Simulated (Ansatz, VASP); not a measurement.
# CaO in VASP and in Ansatz

```
CELL_PARAMETERS angstrom
2.35395 2.35395 0.00000
-2.35395 2.35395 0.00000
0.00000 2.35395 2.35395
ATOMIC_POSITIONS crystal
Ca 0.00000 0.00000 0.00000
O 0.50000 0.50000 0.00000
```

Change from the starting cell: unstrained.

Alike in both runs: task single point; functional LDA; k mesh 8 × 8 × 8; no spin polarisation.

```csv
,VASP,Ansatz
version,VASP 6.6.1,Ansatz 0.2.0
potentials or method,"VASP PAW LDA potentials, release 64 (Ca_sv, O), cutoff 520 eV","all-electron LAPW, scalar-relativistic"
occupations,"gaussian, width 0.01 eV",fixed
```

VASP gave:

| Property | Result |
| --- | --- |
| gap on the k mesh at the Fermi level (eV) | 3.42 |
| pressure (GPa) | 1.0 |

Problem. What did Ansatz give for the same quantities?

Solution. gap on the k mesh at the Fermi level (eV): 3.45; pressure (GPa): 0.0.

LDA's correlation is that of Perdew and Zunger in VASP and of Perdew and Wang (1992) in Ansatz. Ansatz ran all-electron here, and VASP with PAW potentials.
